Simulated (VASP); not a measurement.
A run of VASP 6.6.1:

POSCAR

```
Ta
1.0
   -1.6441670000      1.6441670000      1.6441670000
    1.6441670000     -1.6441670000      1.6441670000
    1.6441670000      1.6441670000     -1.6441670000
Ta
1
Direct
    0.0000000000      0.0000000000      0.0000000000
```

INCAR.step1

```
ALGO = Normal
EDIFF = 1E-5
EDIFFG = -0.005
ENCUT = 550
GGA = PE
GGA_COMPAT = F
IBRION = 2
ISIF = 3
ISMEAR = 0
LASPH = T
LCHARG = F
LMAXMIX = 4
LREAL = F
LSORBIT = T
LWAVE = T
MAGMOM = 0 0 0
NELM = 200
NELMIN = 4
NSW = 100
PREC = Accurate
SIGMA = 0.1541
```

Contents of INCAR.step2:

```
ALGO = Normal
EDIFF = 1E-7
EDIFFG = -0.01
ENCUT = 550
GGA_COMPAT = F
IBRION = 2
ISIF = 3
ISMEAR = 0
ISTART = 1
LASPH = T
LCHARG = F
LMAXMIX = 4
LMIXTAU = T
LORBIT = 11
LORBMOM = T
LREAL = F
LSORBIT = T
LWAVE = F
MAGMOM = 0 0 0
METAGGA = R2SCAN
NELM = 200
NELMIN = 4
NSW = 60
PREC = Accurate
SIGMA = 0.1541
```

The input KPOINTS:

```
k-points
0
Gamma
  8 8 8
```

Potentials or basis: VASP PAW PBE potentials, release 64 (Ta_pv).

Run with:

```console
$ cat potpaw_PBE.64/Ta_pv/POTCAR > POTCAR
$ cp INCAR.step1 INCAR
$ mpirun -np 1 vasp_ncl > vasp.out
$ cp INCAR.step2 INCAR
$ mpirun -np 1 vasp_ncl > vasp.out
```

Hardware: 1 thread of Intel(R) Xeon(R) 6975P-C (Granite Rapids) (shared host).

**Question.** Estimate the wall time of this run.

**Answer.** Wall time 2.2 min on 1 thread of Intel(R) Xeon(R) 6975P-C (Granite Rapids) (shared host), peak memory 0.23 GiB. Counts: k points 29, ion steps 3.
